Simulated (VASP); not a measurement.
Wanted: the native input for a VASP 6.6.1 run.

```
Task                   : relaxation of cell and atoms
Functional             : PBEsol
Potentials or basis    : VASP PAW PBE potentials, release 64 (Te, Sn_d)
Cutoff                 : 600 eV
k mesh                 : 6 × 6 × 6
Occupations            : fermi-dirac, width 0.05 eV
Spin                   : no spin polarisation
Dipole correction      : no
Further INCAR settings : ALGO = Normal; EDIFF = 1e-06; IBRION = 2; EDIFFG = -0.01; NSW = 80; ISIF = 3
```

The structure of Sn3Te lies in POSCAR:

```
Sn3Te
1.0
    4.8656220000      0.0000000000      0.0000000000
    0.0000000000      4.8656220000      0.0000000000
    0.0000000000      0.0000000000      4.8656220000
Te Sn
1 3
Direct
    0.0000000000      0.0000000000      0.0000000000
    0.0000000000      0.5000000000      0.5000000000
    0.5000000000      0.0000000000      0.5000000000
    0.5000000000      0.5000000000      0.0000000000
```

The input as run:

INCAR

```
PREC = Accurate ; ENCUT = 600
EDIFF = 1E-6 ; ISMEAR = -1
SIGMA = 0.05 ; LREAL = False
LASPH = True ; NELM = 60
ALGO = Normal ; ISIF = 3
LWAVE = False ; LCHARG = False
GGA = PS ; IBRION = 2
NSW = 80 ; EDIFFG = -0.01
```

KPOINTS

```
Automatic mesh
0
Gamma
  6 6 6
```

Potentials or basis: VASP PAW PBE potentials, release 64 (Te, Sn_d).

Launch:

```console
$ cat potpaw_PBE.64/Te/POTCAR potpaw_PBE.64/Sn_d/POTCAR > POTCAR
$ mpirun -np 1 vasp_std > vasp.out
```

Results of the run:

```json
{
  "Relaxed volume": "27.34 Å³/atom",
  "Relaxed cell": "a = 4.782 Å, b = 4.782 Å, c = 4.782 Å, α = 90.00°, β = 90.00°, γ = 90.00°",
  "Space group after relaxing (to 0.1 Å)": "Pm-3m (No. 221)",
  "Energy gained by relaxing": "11.2 meV/atom",
  "Ionic steps": "3",
  "Pressure after relaxing": "0.0 GPa",
  "Band gap on the k mesh": "zero (bands 24 and 25 overlap by 3.53 eV)"
}
```

Caveat: the PAW data sets were made with another functional, which shifts forces and pressure a little; spin-orbit coupling is left out, which moves the levels of the heavy elements.

Wall time 61 s on 1 thread of Intel(R) Xeon(R) 6975P-C (Granite Rapids), with other jobs on the host, peak memory 0.29 GiB.
